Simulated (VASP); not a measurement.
Set up this calculation in VASP 6.6.1, as the native input.

```
Task                   : single point
Functional             : PBE
Potentials or basis    : VASP PAW PBE potentials, release 64 (Li_sv)
Cutoff                 : 520 eV
k mesh                 : 4 × 5 × 1
Occupations            : gaussian, width 0.15 eV
Spin                   : no spin polarisation
Dipole correction      : no
Further INCAR settings : LREAL = Auto; ALGO = Normal; EDIFF = 1e-06; NBANDS = 40
```

The structure of Li lies in POSCAR:

```
Li
1.0
    6.9800000000      0.0000000000      0.0000000000
    3.4900000000      4.9356050000      0.0000000000
    0.0000000000      0.0000000000     19.4034080000
Li
17
Direct
   -0.2499999493      0.4999998987      0.0515372866
    0.2500000507      0.4999998987      0.0515372866
   -0.2500000000      1.0000000000      0.0515372866
    0.2500000000      1.0000000000      0.0515372866
   -0.0005234538      0.0009638129      0.1720130299
    0.5013137236     -0.0035861865      0.1709211083
    0.0031217620      0.4982453012      0.1690701963
    0.4983446286      0.4981737801      0.1682359099
   -0.2488457129      0.4914765262      0.2877835172
    0.2487535617      0.5070699539      0.2910519121
   -0.2543438036      0.9940601000      0.2995286189
    0.2583269396      0.9968401037      0.2994586827
    0.0175783687     -0.0310126114      0.4276664697
    0.5042101101     -0.0174096185      0.4329846077
    0.0028945360      0.4794759710      0.4069800522
    0.5198822045      0.4748453330      0.4095967574
    0.7823418368      0.4578415412      0.5313423807
```

These files were run (other wordings do the same):

INCAR

```
  PREC = Accurate
  ENCUT = 520
  EDIFF = 1E-6
  ISMEAR = 0
  SIGMA = 0.15
  LREAL = Auto
  LASPH = T
  NELM = 100
  ALGO = Normal
  ISIF = 2
  LWAVE = F
  LCHARG = T
  GGA = PE
  LELF = T
  LVHAR = T
  NBANDS = 40
```

KPOINTS

```
Automatic mesh
0
Gamma
  4 5 1
```

Potentials or basis: VASP PAW PBE potentials, release 64 (Li_sv).

Command:

```bash
$ cat potpaw_PBE.64/Li_sv/POTCAR > POTCAR
$ mpirun -np 1 vasp_std > vasp.out
```

Results of the run:

| Property | Result |
| --- | --- |
| Largest force | 0.043 eV/Å |

Wall time 11 min on 1 thread of Oxide Virtual Turin-like Processor (shared host), peak memory 0.77 GiB.
